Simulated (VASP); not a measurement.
# MgO2 (R-3m) in VASP: notebook

The runs below take MgO2 through single point, with r2SCAN.

Program: VASP 6.6.1. These are calculated values, not measurements. Logs are shortened: lines on timing, memory, paths and dates and some standing lists are left out, and cuts for length are marked.

## (1) The cell of the first run

Symmetry: R-3m, No. 166, trigonal system. Conventional cell: a = 3.049 Å, b = 3.049 Å, c = 10.482 Å, α = 90.00°, β = 90.00°, γ = 120.00°. Mg (site symmetry -3m) has 6 O at 2.02 Å within 2.7 Å. Within 2.0 Å of O (site symmetry 3m) lie 1 O at 1.49 Å.

## (2) Single point, r2SCAN (strain -0.050 along x and y, +0.000 along z)

Input file POSCAR:

```
MgO2
1.0
    1.5245229652      0.8801837444      3.4939788749
   -1.5245229652      0.8801837444      3.4939788749
    0.0000000000     -1.7603674887      3.4939788749
Mg O
1 2
Direct
    0.0000000000      0.0000000000      0.0000000000
    0.4287860000      0.4287860000      0.4287860000
    0.5712140000      0.5712140000      0.5712140000
```

Input file INCAR.step1:

```
PREC = Accurate
ENCUT = 520
ISMEAR = 0
SIGMA = 0.05
LREAL = False
LASPH = True
NELM = 80
NBANDS = 14
GGA = PE
ALGO = Normal
EDIFF = 1E-4
LWAVE = True
LCHARG = False
```

Input file INCAR.step2:

```
PREC = Accurate
ENCUT = 520
EDIFF = 1E-6
ISMEAR = 0
SIGMA = 0.05
LREAL = False
LASPH = True
NELM = 80
ALGO = Normal
ISIF = 2
LWAVE = False
LCHARG = False
METAGGA = R2SCAN
LMIXTAU = True
NBANDS = 14
ISTART = 1
```

Input file KPOINTS:

```
regular mesh
0
Gamma
  12 12 12
```

Potentials or basis: VASP PAW PBE potentials, release 64 (Mg, O).

Launch:

```
> cat potpaw_PBE.64/Mg/POTCAR potpaw_PBE.64/O/POTCAR > POTCAR
> cp INCAR.step1 INCAR
> mpirun -np 1 vasp_std > vasp.out
> cp INCAR.step2 INCAR
> mpirun -np 1 vasp_std > vasp.out
```

OUTCAR:

```text
PREC = Accurate
   ENCUT = 520
   EDIFF = 1E-6
   ISMEAR = 0
   LREAL = False
   LASPH = True
   NELM = 80
   ISIF = 2
   METAGGA = R2SCAN
   ISTART = 1

 ion  position               nearest neighbor table
   1  0.000  0.000  0.000-   3 2.02   3 2.02   2 2.02   2 2.02   3 2.02   2 2.02
   2  0.429  0.429  0.429-   3 1.49   1 2.02   1 2.02   1 2.02
   3  0.571  0.571  0.571-   2 1.49   1 2.02   1 2.02   1 2.02

  LATTYP: Found a trigonal (rhomboedric) cell.
 ALAT       =     3.9123882826
 COS(alpha) =     0.6963215050

  Lattice vectors:

 A1 = (   1.5245229652,   0.8801837444,   3.4939788749)
 A2 = (  -1.5245229652,   0.8801837444,   3.4939788749)
 A3 = (   0.0000000000,  -1.7603674887,   3.4939788749)

Analysis of symmetry for initial positions (statically):
=====================================================================
 Subroutine PRICEL returns:
 Original cell was already a primitive cell.

 Routine SETGRP: Setting up the symmetry group for a
 trigonal (rhombohedral) supercell.

 Subroutine GETGRP returns: Found 12 space group operations
 (whereof 12 operations were pure point group operations)
 out of a pool of 12 trial point group operations.

The static configuration has the point symmetry D_3d.

Analysis of symmetry for dynamics (positions and initial velocities):
=====================================================================
 Subroutine PRICEL returns:
 Original cell was already a primitive cell.

 Routine SETGRP: Setting up the symmetry group for a
 trigonal (rhombohedral) supercell.

 Subroutine GETGRP returns: Found 12 space group operations
 (whereof 12 operations were pure point group operations)
 out of a pool of 12 trial point group operations.

The dynamic configuration has the point symmetry D_3d.

 Subroutine INISYM returns: Found 12 space group operations
 (whereof 12 operations are pure point group operations),
 and found     1 'primitive' translations

----------------------------------------------------------------------------------------

                                     Primitive cell

  volume of cell :      28.1306

  direct lattice vectors                    reciprocal lattice vectors
     1.524522965  0.880183744  3.493978875     0.327971445  0.189354402  0.095402218
    -1.524522965  0.880183744  3.493978875    -0.327971445  0.189354402  0.095402218
     0.000000000 -1.760367489  3.493978875     0.000000000 -0.378708804  0.095402218

  length of vectors
     3.912388283  3.912388283  3.912388283     0.390540576  0.390540576  0.390540576

  position of ions in fractional coordinates (direct lattice)
     0.000000000  0.000000000  0.000000000
     0.428786000  0.428786000  0.428786000
     0.571214000  0.571214000  0.571214000

  ion indices of the primitive-cell ions
   primitive index   ion index
                 1           1
                 2           2
                 3           3

----------------------------------------------------------------------------------------

 KPOINTS: regular mesh

Automatic generation of k-mesh.
 Grid dimensions read from file:
 generate k-points for:   12   12   12

 Generating k-lattice:

  Cartesian coordinates                     Fractional coordinates (reciprocal lattice)
     0.027330954  0.015779534  0.007950185     0.083333333 -0.000000000  0.000000000
    -0.027330954  0.015779534  0.007950185    -0.000000000  0.083333333  0.000000000
     0.000000000 -0.031559067  0.007950185     0.000000000  0.000000000  0.083333333

  Length of vectors
     0.032545048  0.032545048  0.032545048

  Shift w.r.t. Gamma in fractional coordinates (k-lattice)
     0.000000000  0.000000000  0.000000000

 Subroutine IBZKPT returns following result:
 ===========================================

 Found    189 irreducible k-points:

 Following reciprocal coordinates:
            Coordinates               Weight
  0.000000  0.000000  0.000000      1.000000
  0.083333 -0.000000 -0.000000      6.000000
  0.166667 -0.000000 -0.000000      6.000000
  0.250000  0.000000  0.000000      6.000000
  0.333333  0.000000  0.000000      6.000000
  0.416667 -0.000000  0.000000      6.000000
[... 16 lines left out ...]
  0.500000  0.166667  0.000000     12.000000
 -0.416667  0.166667  0.000000     12.000000
 [... further k-points ...]
   k-points           NKPTS =    189   k-points in BZ     NKDIM =    189   number of bands    NBANDS=     14
   number of dos      NEDOS =    301   number of ions     NIONS =      3
   total plane-waves  NPLWV =  27000
   dimension x,y,z NGX =    30 NGY =   30 NGZ =   30
   dimension x,y,z NGXF=    60 NGYF=   60 NGZF=   60
   ions per type =               1   2
   NGX,Y,Z   is equivalent  to a cutoff of  12.75, 12.75, 12.75 a.u.
   NGXF,Y,Z  is equivalent  to a cutoff of  25.50, 25.50, 25.50 a.u.
 SYSTEM =  unknown system
   PREC   = accura    normal or accurate (medium, high low for compatibility)
   ISTART =      1    job   : 0-new  1-cont  2-samecut
   ICHARG =      0    charge: 1-file 2-atom 10-const
   ISPIN  =      1    spin polarized calculation?
   LNONCOLLINEAR =      F non collinear calculations
   LSORBIT =      F    spin-orbit coupling
   LASPH  =      T    aspherical Exc in radial PAW
   ENCUT  =  520.0 eV  38.22 Ry    6.18 a.u.   7.27  7.27  7.27*2*pi/ulx,y,z
   NELM   =     80;   NELMIN=  2; NELMDL=  0     # of ELM steps
   EDIFF  = 0.1E-05   stopping-criterion for ELM
   LREAL  =      F    real-space projection
   EDIFFG = 0.1E-04   stopping-criterion for IOM
   NSW    =      0    number of steps for IOM
   IBRION =     -1    ionic relax: 0-MD 1-quasi-New 2-CG
   NFREE  =      0    steps in history (QN), initial steepest desc. (CG)
   ISIF   =      2    stress and relaxation
   ISYM   =      2    0-nonsym 1-usesym 2-fastsym
   POTIM  = 0.5000    time-step for ionic-motion
   TEBEG  =    0.0;   TEEND  =   0.0 temperature during run
   PSTRESS=    0.0 pullay stress
   NELECT =      14.0000    total number of electrons
   NUPDOWN=      -1.0000    fix difference up-down
   EMIN   =  10.00;   EMAX   =-10.00  energy-range for DOS
   EFERMI =   0.00;   METHOD = LEGACY
   ISMEAR =     0;   SIGMA  =   0.05  broadening in eV -4-tet -1-fermi 0-gaus
   EFERMI_NEDOS =   21; number of points for ismear=-14 and -15
   IALGO  =     38    algorithm
   IMIX   =      4    mixing-type and parameters
     AMIX     =   0.40;   BMIX     =  1.00
     AMIX_MAG =   1.60;   BMIX_MAG =  1.00
  volume/ion in A,a.u.               =       9.38        63.28
  Fermi-wavevector in a.u.,A,eV,Ry     =   1.297352  2.451640 22.900275  1.683123
  Thomas-Fermi vector in A             =   2.428750
   LORBIT       =      0    0 simple, 1 ext, 2 COOP (PROOUT), +10 PAW based schemes
   METAGGA = R2SCAN    functional components
   LHFCALC =     F    Hartree Fock is set to
   AEXX    =    0.0000 exact exchange contribution
   IVDW    =     0    specifies the selected vdW correction
   LEPSILON=     F    determine dielectric tensor
   LRPA    =     F    only Hartree local field effects (RPA)
 non-spin polarized calculation
 Gauss-broadening in eV      SIGMA  =   0.05
  energy-cutoff  :      520.00
  volume of cell :       28.13
 maximum number of plane-waves:       781
 NGX is ok and might be reduce to    30
   NGX = 15   NGY = 15   NGZ = 15

 number of electron      14.0000000 magnetization

 Free energy of the ion-electron system (eV)
  ---------------------------------------------------
  ext. energy  EPLUGINS =         0.00000000
  ---------------------------------------------------
  free energy    TOTEN  =       -21.50491653 eV

  energy without entropy =      -21.50491653  energy(sigma->0) =      -21.50491653

 E-fermi :   3.2191     XC(G=0): -11.3070

 val. band max:        2.9023469227   @ k =   0.5000   0.5000   0.5000
 cond. band min:       5.6338137131   @ k =   0.5000   0.5000   0.5000
 fundamental gap:      2.7314667903
 Fermi energy:         3.2191362015

 k-point     1 :       0.0000    0.0000    0.0000
  band No.  band energies     occupation
      1     -19.6938      2.00000
      2     -12.8053      2.00000
      3      -5.1168      2.00000
      4      -0.4269      2.00000
      5      -0.4269      2.00000
      6       2.0182      2.00000
      7       2.0182      2.00000
      8       8.4319      0.00000
      9       9.1878      0.00000
     10      16.6496      0.00000
     11      18.5922      0.00000
     12      19.8296      0.00000
     13      19.8296      0.00000
     14      22.3622      0.00000

 k-point     2 :       0.0833   -0.0000   -0.0000
  band No.  band energies     occupation
      1     -19.6519      2.00000
      2     -12.8224      2.00000
      3      -5.0565      2.00000
      4      -0.6606      2.00000
      5      -0.4599      2.00000
      6       1.9426      2.00000
      7       1.9862      2.00000
      8       8.3888      0.00000
      9       9.5334      0.00000
     10      16.7008      0.00000
     11      18.6717      0.00000
     12      19.0766      0.00000
     13      20.0619      0.00000
     14      21.9601      0.00000

 k-point     3 :       0.1667   -0.0000   -0.0000
  band No.  band energies     occupation
      1     -19.5355      2.00000
      2     -12.8698      2.00000
      3      -4.8916      2.00000
      4      -1.2563      2.00000
      5      -0.5486      2.00000
      6       1.7644      2.00000
      7       1.8999      2.00000
      8       8.2988      0.00000
      9      10.3819      0.00000
     10      16.7843      0.00000
     11      17.8608      0.00000
     12      18.8871      0.00000
     13      20.7367      0.00000
     14      21.0941      0.00000
[... 324 lines left out ...]
 k-point    23 :       0.5000    0.1667    0.0000
  band No.  band energies     occupation
      1     -18.9890      2.00000
      2     -13.1857      2.00000
      3      -3.8195      2.00000
      4      -3.2281      2.00000
      5      -1.3062      2.00000
      6       1.1957      2.00000
      7       1.6981      2.00000
      8       7.5125      0.00000
      9      14.0356      0.00000
     10      15.2438      0.00000
     11      17.3363      0.00000
     12      19.0331      0.00000
     13      19.6416      0.00000
     14      23.0570      0.00000

 k-point    24 :      -0.4167    0.1667    0.0000
  band No.  band energies     occupation
      1     -18.9710      2.00000
      2     -13.1211      2.00000
      3      -4.0212      2.00000
      4      -3.1457      2.00000
      5      -1.3684      2.00000
      6       1.2776      2.00000
      7       1.4389      2.00000
      8       7.6079      0.00000
      9      14.0631      0.00000
     10      15.5357      0.00000
     11      17.6566      0.00000
     12      18.8055      0.00000
     13      19.4366      0.00000
     14      23.0429      0.00000

 [... further k-points ...]

------------------------ aborting loop because EDIFF is reached ----------------------------------------

  FORCE on cell =-STRESS in cart. coord.  units (eV):
  Direction    XX          YY          ZZ          XY          YZ          ZX
  --------------------------------------------------------------------------------------
  -------------------------------------------------------------------------------------
  Total        2.0505239      2.0505239     -0.5299806      0.0000000     -0.0000000      0.0000000
  in kB      116.7875606    116.7875606    -30.1850372      0.0000000     -0.0000000      0.0000000
  external PRESSURE =      67.7966947 kB  Pullay stress =       0.0000000 kB

 VOLUME and BASIS-vectors are now :
 -----------------------------------------------------------------------------
  energy-cutoff  :      520.00
  volume of cell :       28.13
      direct lattice vectors                 reciprocal lattice vectors
     1.524522965  0.880183744  3.493978875     0.327971445  0.189354402  0.095402218
    -1.524522965  0.880183744  3.493978875    -0.327971445  0.189354402  0.095402218
     0.000000000 -1.760367489  3.493978875     0.000000000 -0.378708804  0.095402218

 POSITION                                       TOTAL-FORCE (eV/Angst)
 -----------------------------------------------------------------------------------
      0.00000      0.00000      0.00000         0.000000      0.000000     -0.000000
      0.00000      0.00000      4.49451         0.000000      0.000000      0.705399
      0.00000      0.00000      5.98743         0.000000     -0.000000     -0.705399
 -----------------------------------------------------------------------------------
    total drift:                                0.000000     -0.000000      0.000000

  FREE ENERGIE OF THE ION-ELECTRON SYSTEM (eV)
  ---------------------------------------------------
  free  energy   TOTEN  =       -21.5049165265 eV

  energy  without entropy=      -21.5049165265  energy(sigma->0) =      -21.50491653
```

Run time: 2.5 min. Hardware: 1 thread of AMD EPYC 9R45 (Zen 5), shared host; peak memory 0.19 GiB.

Results:

- Free energy: -21.5049 eV
- Pressure: 6.8 GPa
- Largest force: 0.705 eV/Å
- Band gap on the k mesh: 2.73 eV, direct

Forces on the atoms (eV/Å):
```
Mg   0.000  0.000  0.000
O    0.000  0.000  0.705
O    0.000  0.000 -0.705
```

Caveat: the cell differs from its parent crystal (strain -0.050 along x and y, +0.000 along z); the PAW data sets were made with another functional, which shifts forces and pressure a little. A k mesh can miss the band edges.

## (3) Single point, r2SCAN (strain -0.025 along x and y, -0.050 along z)

Input file POSCAR:

```
MgO2
1.0
    1.5646419906      0.9033464745      3.3192799312
   -1.5646419906      0.9033464745      3.3192799312
    0.0000000000     -1.8066929489      3.3192799312
Mg O
1 2
Direct
    0.0000000000      0.0000000000      0.0000000000
    0.4287860000      0.4287860000      0.4287860000
    0.5712140000      0.5712140000      0.5712140000
```

Input file INCAR.step1:

```
SYSTEM = MgO2
ALGO     = Normal         ! electronic algorithm
EDIFF    = 1E-4           ! SCF threshold, eV
ENCUT    = 520            ! plane-wave cutoff, eV
GGA      = PE             ! functional
ISMEAR   = 0              ! smearing method
LASPH    = .True.         ! aspherical terms in the spheres
LCHARG   = .False.        ! write CHGCAR
LREAL    = .False.        ! projectors in reciprocal space
LWAVE    = .True.         ! write WAVECAR
NBANDS   = 14             ! bands
NELM     = 100            ! most SCF steps
PREC     = Accurate       ! precision mode
SIGMA    = 0.05           ! smearing width, eV
```

Input file INCAR.step2:

```
SYSTEM = MgO2
ALGO     = Normal         ! electronic algorithm
EDIFF    = 1E-6           ! SCF threshold, eV
ENCUT    = 520            ! plane-wave cutoff, eV
ISIF     = 2              ! what is computed and relaxed
ISMEAR   = 0              ! smearing method
ISTART   = 1            
LASPH    = .True.         ! aspherical terms in the spheres
LCHARG   = .False.        ! write CHGCAR
LMIXTAU  = .True.       
LREAL    = .False.        ! projectors in reciprocal space
LWAVE    = .False.        ! write WAVECAR
METAGGA  = R2SCAN         ! meta-GGA
NBANDS   = 14             ! bands
NELM     = 100            ! most SCF steps
PREC     = Accurate       ! precision mode
SIGMA    = 0.05           ! smearing width, eV
```

Input file KPOINTS:

```
k-points
0
Gamma
  12 12 12
  0 0 0
```

Potentials or basis: VASP PAW PBE potentials, release 64 (Mg, O).

Launch:

```
> cat potpaw_PBE.64/Mg/POTCAR potpaw_PBE.64/O/POTCAR > POTCAR
> cp INCAR.step1 INCAR
> mpirun -np 1 vasp_std > vasp.out
> cp INCAR.step2 INCAR
> mpirun -np 1 vasp_std > vasp.out
```

Run time: 2.1 min. Hardware: 1 thread of AMD EPYC 9R45 (Zen 5), shared host; peak memory 0.18 GiB.

It converged, with:

- Free energy: -21.4622 eV
- Pressure: 12.1 GPa
- Largest force: 1.484 eV/Å
- Band gap on the k mesh: 4.02 eV, indirect (least direct gap 4.04 eV)

Forces in eV/Å, atoms in the order of the input:
```
Mg   0.000  0.000  0.000
O    0.000  0.000 -1.484
O    0.000  0.000  1.484
```

Stress tensor (GPa, compression positive):
```
 3.80  0.00  0.00
 0.00  3.80  0.00
 0.00  0.00 28.71
```

Levels at points of the mesh, in eV from the valence-band top:
```
           k point  band 3  band 4  band 5  band 6  band 7  band 8  band 9  band 10  band 11  band 12
(0.00, 0.00, 0.00)   -8.47   -4.15   -4.15   -1.03   -1.03    5.36    6.45    14.30    15.79    15.79
(0.50, 0.00, 0.00)   -7.36   -7.05   -4.53   -1.49   -1.16    5.80    9.49    11.61    14.24    16.31
(0.50, 0.50, 0.00)   -6.62   -6.33   -5.29   -2.29   -0.15    5.21    8.37    12.14    14.66    14.99
(0.50, 0.50, 0.50)   -5.28   -4.78   -4.78    0.00    0.00    4.04    5.36    11.53    15.37    15.37
```

Caveat: the cell differs from its parent crystal (strain -0.025 along x and y, -0.050 along z); the PAW data sets were made with another functional, which shifts forces and pressure a little.

[end of part 1 of 2]
